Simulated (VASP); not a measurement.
Write the native input for VASP 6.6.1 that does the following.

```yaml
Task: single point
Functional: PBEsol
Dispersion: D3(BJ)
Potentials_or_basis: VASP PAW PBE potentials, release 64 (W_sv, S)
Cutoff: 520 eV
k_mesh: 12 × 12 × 4
Occupations: gaussian, width 0.02 eV
Spin: no spin polarisation
Dipole_correction: no
Further_INCAR_settings: ALGO = Normal; EDIFF = 1e-06; NBANDS = 35
```

The structure of WS2 lies in POSCAR:

```
WS2
1.0
    3.1491738704      0.0000000000      0.0000000000
   -1.5745869352      2.7272645727      0.0000000000
    0.0000000000      0.0000000000     12.6674788929
W S
2 4
Direct
    0.3333333333      0.6666666667      0.2500000000
    0.6666666667      0.3333333333      0.7500000000
    0.3333333333      0.6666666667      0.6262765883
    0.6666666667      0.3333333333      0.1262765883
    0.3333333333      0.6666666667      0.8737234117
    0.6666666667      0.3333333333      0.3737234117
```

The input as run:

INCAR

```
SYSTEM = WS2
  PREC = Accurate
  ENCUT = 520
  EDIFF = 1E-6
  ISMEAR = 0
  SIGMA = 0.02
  LREAL = .False.
  LASPH = .True.
  NELM = 60
  ALGO = Normal
  ISIF = 2
  LWAVE = .False.
  LCHARG = .False.
  GGA = PS
  IVDW = 12
  NBANDS = 35
```

KPOINTS

```
Automatic mesh
0
Gamma
  12 12 4
  0 0 0
```

Potentials or basis: VASP PAW PBE potentials, release 64 (W_sv, S).

The run is started by

```console
$ cat potpaw_PBE.64/W_sv/POTCAR potpaw_PBE.64/S/POTCAR > POTCAR
$ mpirun -np 1 vasp_std > vasp.out
```

It gave:

* Pressure: -3.6 GPa
* Largest force: 0.021 eV/Å
* Band gap on the k mesh: 1.10 eV (least direct gap 1.85 eV)
* Dispersion energy per atom: -0.375 eV

Caveat: the cell stands under tension; the PAW data sets were made with another functional, which shifts forces and pressure a little; spin-orbit coupling is left out, which moves the levels of the heavy elements.

It took 71 s on 1 thread of Intel(R) Xeon(R) 6975P-C (Granite Rapids), on a shared host, peak memory 0.34 GiB.
